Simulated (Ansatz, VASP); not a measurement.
# MoF2: VASP beside Ansatz

```
Mo F
1.0
     1.38545    0.79989    6.06135
    -1.38545    0.79989    6.06135
     0.00000   -1.59978    6.06135
Mo F
1 2
Direct
  0.99999 0.99999 0.99999
  0.75303 0.75303 0.75303
  0.58028 0.58028 0.58028
```

Alike in both runs: functional PBE; k mesh 6 × 6 × 6; occupations gaussian, width 0.1 eV; collinear spin.

Ansatz relaxed the structure, and its values are those at the end. VASP's run is a single point on that final structure, the one shown.

```csv
,VASP,Ansatz
version,VASP 6.6.1,Ansatz 0.2.0
potentials or method,"VASP PAW PBE potentials, release 64 (Mo_sv, F), cutoff 520 eV","scalar-relativistic, plane waves, PAW"
valence electrons in the cell,28,28
```

|  | VASP | Ansatz | Ansatz less VASP |
| --- | --- | --- | --- |
| gap on the k mesh at the Fermi level (eV) | none | none | - |
| pressure (GPa) | 0.3 | 0.0 | -0.29 |
| rms of the force components (eV/Å) | 0.019 | 0.006 | -0.0129 |
| net moment per atom (μB) | 0.30 | 0.30 | 0.000 |
| size of the moment on the site where the two differ most (μB) | 0.67 | 0.51 | -0.156 |

Site moments also hang on the region over which each program counts them. A gap of «none» marks a metal or a gap that the smearing closes.

The k mesh is coarse, so the values compare programs but aren't converged.
